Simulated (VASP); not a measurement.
# MnS (F-43m) in VASP: a series of runs

The runs below take MnS through single point, with PBEsol.

Everything below comes from runs of VASP 6.6.1. Logs are shortened: lines on timing, memory, paths and dates and some standing lists are left out, and cuts for length are marked.

### Step 1. The cell of the first run

The structure is cubic, space group F-43m (No. 216). Conventional cell: a = 4.802 Å, b = 4.802 Å, c = 4.802 Å, α = 90.00°, β = 90.00°, γ = 90.00°. Within 2.8 Å of Mn (site symmetry -43m) lie 4 S at 2.08 Å. S (site symmetry -43m) has 4 Mn at 2.08 Å within 2.8 Å.

### Step 2. Single point, PBEsol, collinear spin, ferromagnetic start

The input, INCAR:

```
  PREC = Accurate
  ENCUT = 520
  EDIFF = 1E-6
  ISMEAR = 0
  SIGMA = 0.1
  LREAL = False
  LASPH = True
  NELM = 150
  ALGO = Normal
  ISIF = 2
  LWAVE = False
  LCHARG = False
  ISPIN = 2
  MAGMOM = 3.67 0
  LORBIT = 11
  LMAXMIX = 4
  GGA = PS
  NBANDS = 20
```

The input, KPOINTS:

```
Automatic mesh
0
Gamma
  14 14 14
```

The input, POSCAR:

```
MnS
1.0
    0.0000000000      2.4010883817      2.4010883817
    2.4010883817      0.0000000000      2.4010883817
    2.4010883817      2.4010883817      0.0000000000
Mn S
1 1
Direct
    0.0000000000      0.0000000000      0.0000000000
    0.7500000000      0.7500000000      0.7500000000
```

Potentials or basis: VASP PAW PBE potentials, release 64 (Mn_pv, S).

The run is started by

```
> cat potpaw_PBE.64/Mn_pv/POTCAR potpaw_PBE.64/S/POTCAR > POTCAR
> mpirun -np 1 vasp_std > vasp.out
```

OUTCAR:

```text
PREC = Accurate
   ENCUT = 520
   EDIFF = 1E-6
   ISMEAR = 0
   LREAL = False
   LASPH = True
   NELM = 150
   ISIF = 2
   ISPIN = 2
   LORBIT = 11
   GGA = PS

 ion  position               nearest neighbor table
   1  0.000  0.000  0.000-   2 2.08   2 2.08   2 2.08   2 2.08
   2  0.750  0.750  0.750-   1 2.08   1 2.08   1 2.08   1 2.08

  LATTYP: Found a face centered cubic cell.
 ALAT       =     4.8021767634

  Lattice vectors:

 A1 = (   0.0000000000,   2.4010883817,   2.4010883817)
 A2 = (   2.4010883817,   0.0000000000,   2.4010883817)
 A3 = (   2.4010883817,   2.4010883817,   0.0000000000)

Analysis of symmetry for initial positions (statically):
=====================================================================
 Subroutine PRICEL returns:
 Original cell was already a primitive cell.

 Routine SETGRP: Setting up the symmetry group for a
 face centered cubic supercell.

 Subroutine GETGRP returns: Found 24 space group operations
 (whereof 24 operations were pure point group operations)
 out of a pool of 48 trial point group operations.

The static configuration has the point symmetry T_d .

Analysis of symmetry for dynamics (positions and initial velocities):
=====================================================================
 Subroutine PRICEL returns:
 Original cell was already a primitive cell.

 Routine SETGRP: Setting up the symmetry group for a
 face centered cubic supercell.

 Subroutine GETGRP returns: Found 24 space group operations
 (whereof 24 operations were pure point group operations)
 out of a pool of 48 trial point group operations.

The dynamic configuration has the point symmetry T_d .

Analysis of structural, dynamic, and magnetic symmetry:
=====================================================================
 Subroutine PRICEL returns:
 Original cell was already a primitive cell.

 Routine SETGRP: Setting up the symmetry group for a
 face centered cubic supercell.

 Subroutine GETGRP returns: Found 24 space group operations
 (whereof 24 operations were pure point group operations)
 out of a pool of 48 trial point group operations.

The overall configuration has the point symmetry T_d .

 Subroutine INISYM returns: Found 24 space group operations
 (whereof 24 operations are pure point group operations),
 and found     1 'primitive' translations

----------------------------------------------------------------------------------------

                                     Primitive cell

  volume of cell :      27.6856

  direct lattice vectors                    reciprocal lattice vectors
     0.000000000  2.401088382  2.401088382    -0.208238899  0.208238899  0.208238899
     2.401088382  0.000000000  2.401088382     0.208238899 -0.208238899  0.208238899
     2.401088382  2.401088382  0.000000000     0.208238899  0.208238899 -0.208238899

  length of vectors
     3.395651754  3.395651754  3.395651754     0.360680352  0.360680352  0.360680352

  position of ions in fractional coordinates (direct lattice)
     0.000000000  0.000000000  0.000000000
     0.750000000  0.750000000  0.750000000

  ion indices of the primitive-cell ions
   primitive index   ion index
                 1           1
                 2           2

----------------------------------------------------------------------------------------

 KPOINTS: Automatic mesh

Automatic generation of k-mesh.
 Grid dimensions read from file:
 generate k-points for:   14   14   14

 Generating k-lattice:

  Cartesian coordinates                     Fractional coordinates (reciprocal lattice)
    -0.014874207  0.014874207  0.014874207     0.071428571  0.000000000  0.000000000
     0.014874207 -0.014874207  0.014874207     0.000000000  0.071428571  0.000000000
     0.014874207  0.014874207 -0.014874207     0.000000000  0.000000000  0.071428571

  Length of vectors
     0.025762882  0.025762882  0.025762882

  Shift w.r.t. Gamma in fractional coordinates (k-lattice)
     0.000000000  0.000000000  0.000000000

 Subroutine IBZKPT returns following result:
 ===========================================

 Found    104 irreducible k-points:

 Following reciprocal coordinates:
            Coordinates               Weight
  0.000000  0.000000  0.000000      1.000000
  0.071429  0.000000  0.000000      8.000000
  0.142857  0.000000  0.000000      8.000000
  0.214286  0.000000  0.000000      8.000000
  0.285714  0.000000  0.000000      8.000000
  0.357143  0.000000  0.000000      8.000000
[... 16 lines left out ...]
  0.214286  0.142857  0.000000     24.000000
  0.285714  0.142857  0.000000     24.000000
 [... further k-points ...]
   k-points           NKPTS =    104   k-points in BZ     NKDIM =    104   number of bands    NBANDS=     20
   number of dos      NEDOS =    301   number of ions     NIONS =      2
   total plane-waves  NPLWV =  21952
   dimension x,y,z NGX =    28 NGY =   28 NGZ =   28
   dimension x,y,z NGXF=    56 NGYF=   56 NGZF=   56
   ions per type =               1   1
   NGX,Y,Z   is equivalent  to a cutoff of  13.71, 13.71, 13.71 a.u.
   NGXF,Y,Z  is equivalent  to a cutoff of  27.42, 27.42, 27.42 a.u.
 SYSTEM =  unknown system
   PREC   = accura    normal or accurate (medium, high low for compatibility)
   ISTART =      0    job   : 0-new  1-cont  2-samecut
   ICHARG =      2    charge: 1-file 2-atom 10-const
   ISPIN  =      2    spin polarized calculation?
   LNONCOLLINEAR =      F non collinear calculations
   LSORBIT =      F    spin-orbit coupling
   LASPH  =      T    aspherical Exc in radial PAW
   ENCUT  =  520.0 eV  38.22 Ry    6.18 a.u.   6.31  6.31  6.31*2*pi/ulx,y,z
   NELM   =    150;   NELMIN=  2; NELMDL= -5     # of ELM steps
   EDIFF  = 0.1E-05   stopping-criterion for ELM
   LREAL  =      F    real-space projection
   EDIFFG = 0.1E-04   stopping-criterion for IOM
   NSW    =      0    number of steps for IOM
   IBRION =     -1    ionic relax: 0-MD 1-quasi-New 2-CG
   NFREE  =      0    steps in history (QN), initial steepest desc. (CG)
   ISIF   =      2    stress and relaxation
   ISYM   =      2    0-nonsym 1-usesym 2-fastsym
   POTIM  = 0.5000    time-step for ionic-motion
   TEBEG  =    0.0;   TEEND  =   0.0 temperature during run
   PSTRESS=    0.0 pullay stress
   NELECT =      19.0000    total number of electrons
   NUPDOWN=      -1.0000    fix difference up-down
   EMIN   =  10.00;   EMAX   =-10.00  energy-range for DOS
   EFERMI =   0.00;   METHOD = LEGACY
   ISMEAR =     0;   SIGMA  =   0.10  broadening in eV -4-tet -1-fermi 0-gaus
   EFERMI_NEDOS =   21; number of points for ismear=-14 and -15
   IALGO  =     38    algorithm
   IMIX   =      4    mixing-type and parameters
     AMIX     =   0.40;   BMIX     =  1.00
     AMIX_MAG =   1.60;   BMIX_MAG =  1.00
  volume/ion in A,a.u.               =      13.84        93.42
  Fermi-wavevector in a.u.,A,eV,Ry     =   1.444024  2.728811 28.370959  2.085207
  Thomas-Fermi vector in A             =   2.562366
   LORBIT       =     11    0 simple, 1 ext, 2 COOP (PROOUT), +10 PAW based schemes
   GGA     = PS    functional components
   LHFCALC =     F    Hartree Fock is set to
   AEXX    =    0.0000 exact exchange contribution
   IVDW    =     0    specifies the selected vdW correction
   LEPSILON=     F    determine dielectric tensor
   LRPA    =     F    only Hartree local field effects (RPA)
 spin polarized calculation
 Gauss-broadening in eV      SIGMA  =   0.10
  energy-cutoff  :      520.00
  volume of cell :       27.69
 maximum number of plane-waves:       758
 NGX is ok and might be reduce to    28
   NGX = 13   NGY = 13   NGZ = 13

 number of electron      19.0000009 magnetization       0.1745875

 Free energy of the ion-electron system (eV)
  ---------------------------------------------------
  ext. energy  EPLUGINS =         0.00000000
  ---------------------------------------------------
  free energy    TOTEN  =       -14.70735844 eV

  energy without entropy =      -14.69563351  energy(sigma->0) =      -14.70149598

 E-fermi :   8.3476     XC(G=0): -11.8808

 val. band max:        8.3462124316   @ k =  -0.2857   0.3571   0.1429
 cond. band min:       8.3481847309   @ k =  -0.2857   0.4286   0.2143
 fundamental gap:      0.0019722993
 Fermi energy:         8.3476119051

 spin component 1

 k-point     1 :       0.0000    0.0000    0.0000
  band No.  band energies     occupation
      1     -39.2720      1.00000
      2     -39.2720      1.00000
      3     -39.2720      1.00000
      4      -7.4035      1.00000
      5       3.3170      1.00000
      6       3.3170      1.00000
[... 12 lines left out ...]
     19      24.4778      0.00000
     20      25.1690      0.00000
[... 507 lines left out ...]
 k-point    24 :       0.2857    0.1429    0.0000
  band No.  band energies     occupation
      1     -39.2921      1.00000
      2     -39.2777      1.00000
      3     -39.2774      1.00000
      4      -6.5870      1.00000
      5       2.2286      1.00000
      6       3.5117      1.00000
[... 12 lines left out ...]
     19      25.1835      0.00000
     20      28.5672      0.00000

 [... further k-points ...]

 spin component 2

 k-point     1 :       0.0000    0.0000    0.0000
  band No.  band energies     occupation
      1     -39.1093      1.00000
      2     -39.1093      1.00000
      3     -39.1093      1.00000
      4      -7.3923      1.00000
      5       3.3625      1.00000
      6       3.3625      1.00000
[... 12 lines left out ...]
     19      24.4815      0.00000
     20      25.1988      0.00000
[... 507 lines left out ...]
 k-point    24 :       0.2857    0.1429    0.0000
  band No.  band energies     occupation
      1     -39.1296      1.00000
      2     -39.1151      1.00000
      3     -39.1147      1.00000
      4      -6.5768      1.00000
      5       2.2634      1.00000
      6       3.5549      1.00000
[... 12 lines left out ...]
     19      25.2162      0.00000
     20      28.5957      0.00000

 [... further k-points ...]

------------------------ aborting loop because EDIFF is reached ----------------------------------------

  FORCE on cell =-STRESS in cart. coord.  units (eV):
  Direction    XX          YY          ZZ          XY          YZ          ZX
  --------------------------------------------------------------------------------------
  -------------------------------------------------------------------------------------
  Total        2.1124810      2.1124810      2.1124810      0.0000000     -0.0000000      0.0000000
  in kB      122.2500236    122.2500236    122.2500236      0.0000000     -0.0000000      0.0000000
  external PRESSURE =     122.2500236 kB  Pullay stress =       0.0000000 kB

 VOLUME and BASIS-vectors are now :
 -----------------------------------------------------------------------------
  energy-cutoff  :      520.00
  volume of cell :       27.69
      direct lattice vectors                 reciprocal lattice vectors
     0.000000000  2.401088382  2.401088382    -0.208238899  0.208238899  0.208238899
     2.401088382  0.000000000  2.401088382     0.208238899 -0.208238899  0.208238899
     2.401088382  2.401088382  0.000000000     0.208238899  0.208238899 -0.208238899

 POSITION                                       TOTAL-FORCE (eV/Angst)
 -----------------------------------------------------------------------------------
      0.00000      0.00000      0.00000         0.000000      0.000000      0.000000
      3.60163      3.60163      3.60163        -0.000000     -0.000000     -0.000000
 -----------------------------------------------------------------------------------
    total drift:                               -0.000002     -0.000002     -0.000002

  FREE ENERGIE OF THE ION-ELECTRON SYSTEM (eV)
  ---------------------------------------------------
  free  energy   TOTEN  =       -14.7073584441 eV

  energy  without entropy=      -14.6956335146  energy(sigma->0) =      -14.70149598

 total charge

# of ion       s       p       d       tot
------------------------------------------
    1        0.393   6.370   5.485  12.248
    2        1.321   2.443   0.000   3.765
--------------------------------------------------
tot          1.715   8.813   5.485  16.013

 magnetization (x)

# of ion       s       p       d       tot
------------------------------------------
    1        0.006   0.004   0.157   0.167
    2       -0.001  -0.002   0.000  -0.003
--------------------------------------------------
tot          0.005   0.001   0.157   0.164
```

Wall time 54 s (1 thread of Intel Xeon 6975P-C (Granite Rapids), shared host); peak memory 0.23 GiB.

What came out:

- Free energy: -14.7074 eV
- Pressure: 12.2 GPa
- Net moment: 0.17 μB per cell
- Site moments: Mn +0.17; S -0.00 μB
- Valence electrons inside the program's atomic spheres: Mn 12.25; S 3.77

Caveat: the cell stands under pressure; the PAW data sets were made with another functional, which shifts forces and pressure a little; semilocal functionals often make such compounds metallic where correlation or magnetic order opens a gap, which also shifts bond lengths.

(Part 1 of 2 ends here.)
